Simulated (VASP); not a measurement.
Input of a VASP 6.6.1 run:

The input INCAR:

```
ALGO = Normal
EDIFF = 1E-6
ENCUT = 520
GGA = PE
ISIF = 2
ISMEAR = 0
LASPH = T
LCHARG = T
LELF = T
LREAL = F
LVHAR = T
LWAVE = F
NBANDS = 10
NELM = 60
PREC = Accurate
SIGMA = 0.1
```

The input KPOINTS:

```
k-points
0
Gamma
  8 8 8
```

Contents of POSCAR:

```
Ir
1.0
    0.0000000000      1.9380596429      1.9380596429
    1.9380596429      0.0000000000      1.9380596429
    1.9380596429      1.9380596429      0.0000000000
Ir
1
Direct
    0.0000000000      0.0000000000      0.0000000000
```

Potentials or basis: VASP PAW PBE potentials, release 64 (Ir).

The run is started by

```bash
$ cat potpaw_PBE.64/Ir/POTCAR > POTCAR
$ mpirun -np 1 vasp_std > vasp.out
```

What does it give for the pressure?

0.3 GPa.
